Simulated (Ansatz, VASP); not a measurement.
## Ge: VASP beside Ansatz

INCAR

```
SYSTEM = Ge
PREC = Accurate
ENCUT = 500
EDIFF = 1E-6
ISMEAR = -1
SIGMA = 0.1
LREAL = .False.
LASPH = .True.
NELM = 120
ALGO = Normal
ISIF = 2
LWAVE = .False.
LCHARG = .True.
GGA = CA
LELF = .True.
LVHAR = .True.
NBANDS = 13
GGA_COMPAT = .False.
```

The input KPOINTS:

```
regular mesh
0
Gamma
  21 21 21
  0 0 0
```

The input POSCAR:

```
Ge
1.0
   -1.2414221446      1.2414221446      1.2414221446
    1.2414221446     -1.2414221446      1.2414221446
    1.2414221446      1.2414221446     -1.2414221446
Ge
1
Direct
    0.0000000000      0.0000000000      0.0000000000
```

Input for Ansatz:

```yaml
crystal:
  lattice:
    - [-1.2414221446, 1.2414221446, 1.2414221446]
    - [1.2414221446, -1.2414221446, 1.2414221446]
    - [1.2414221446, 1.2414221446, -1.2414221446]
  atoms:
    - { symbol: Ge, position: [0.0, 0.0, 0.0] }
kpoints:
  mp_grid: { grid: [21, 21, 21] }
scf:
  occupations: { method: fermi_dirac, width: 0.1 }
hamiltonian:
  xc: lda
  pseudopotentials: { kind: paw }
output:
  forces: true
  stress: true
  eigenvalues: true
  write_density: true
  write_potential: true
  elf: true
  volumetric_format: npy
```

Change from the starting cell: volume scaled by 0.428, to set the pressure.

Alike in both runs: task single point; functional LDA; k mesh 21 × 21 × 21; occupations fermi-dirac, width 0.1 eV; no spin polarisation.

|  | VASP | Ansatz |
| --- | --- | --- |
| version | VASP 6.6.1 | Ansatz 0.2.0 |
| potentials or method | VASP PAW LDA potentials, release 64 (Ge_d) | PAW with Ansatz's default frozen-core files, scalar-relativistic |
| plane-wave cutoff (eV) | 500 | 420 |
| valence electrons in the cell | 14 | 14 |

Ansatz gave:

| Quantity | Value |
| --- | --- |
| pressure (GPa) | 456.3 |

Q: Estimate VASP's values.

A: Pressure (GPa): 463.5.

LDA's correlation is that of Perdew and Zunger in VASP and of Perdew and Wang (1992) in Ansatz. Both programs put the cell under a high pressure, so it lies far from rest at this level.

Noted on VASP's run: the cell as given lies far from equilibrium.
